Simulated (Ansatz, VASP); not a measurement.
CaF in VASP and in Ansatz

```
Ca F
1.0
     0.00000    2.65660    2.65660
     2.65660    0.00000    2.65660
     2.65660    2.65660    0.00000
Ca F
1 1
Cartesian
  0.0000 0.0000 0.0000
  2.6566 2.6566 2.6566
```

Change from the starting cell: species swapped into the BaO type (Fm-3m, No. 225).

Alike in both runs: functional PBE; k mesh 18 × 18 × 18; occupations gaussian, width 0.1 eV; no spin polarisation.

Ansatz relaxed the structure, and its values are those at the end. VASP's run is a single point on that final structure, the one shown.

|  | VASP | Ansatz |
| --- | --- | --- |
| version | VASP 6.6.1 | Ansatz 0.2.0 |
| potentials or method | VASP PAW PBE potentials, release 64 (Ca_sv, F), cutoff 600 eV | scalar-relativistic, plane waves, PAW |
| valence electrons in the cell | 17 | 17 |

|  | VASP | Ansatz | Ansatz less VASP |
| --- | --- | --- | --- |
| gap on the k mesh at the Fermi level (eV) | none | none | - |
| pressure (GPa) | 0.0 | 0.0 | +0.05 |

A gap of «none» marks a metal or a gap that the smearing closes. With one functional, cell and mesh, what is left measures potentials, basis and numerics.
